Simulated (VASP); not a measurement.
Wanted: the native input for a VASP 6.6.1 run.

* Task: single point
* Functional: PBE
* Potentials or basis: VASP PAW PBE potentials, release 64 (Mo_sv)
* Cutoff: 520 eV
* k mesh: 11 × 11 × 11
* Occupations: fermi-dirac, width 0.1 eV
* Spin: no spin polarisation
* Dipole correction: no
* Further INCAR settings: ALGO = Normal; EDIFF = 1e-06; NBANDS = 21

The structure of Mo lies in POSCAR:

```
Mo
1.0
    0.0000000000      2.7264599391      2.7264599391
    2.7264599391      0.0000000000      2.7264599391
    2.7264599391      2.7264599391      0.0000000000
Mo
2
Direct
    0.1250000000      0.1250000000      0.1250000000
    0.8750000000      0.8750000000      0.8750000000
```

This cell differs from its parent crystal: volume scaled by 0.88.

One way to write it, as run:

INCAR

```
PREC = Accurate ; ENCUT = 520
EDIFF = 1E-6 ; ISMEAR = -1
SIGMA = 0.1 ; LREAL = False
LASPH = True ; NELM = 100
ALGO = Normal ; ISIF = 2
LWAVE = False ; LCHARG = False
GGA = PE ; NBANDS = 21
```

KPOINTS

```
Automatic mesh
0
Gamma
  11 11 11
```

Potentials or basis: VASP PAW PBE potentials, release 64 (Mo_sv).

Command:

```console
$ cat potpaw_PBE.64/Mo_sv/POTCAR > POTCAR
$ mpirun -np 1 vasp_std > vasp.out
```

Results of the run:

```yaml
Pressure: 18.4 GPa
Band_gap_on_the_k_mesh: zero (band 14 reaches 8.71 eV, above the bottom of band 15 at 8.19 eV)
```

Run time: 24 s on 1 thread of Intel(R) Xeon(R) Platinum 8488C (Sapphire Rapids), with other jobs on the host, peak memory 0.18 GiB.
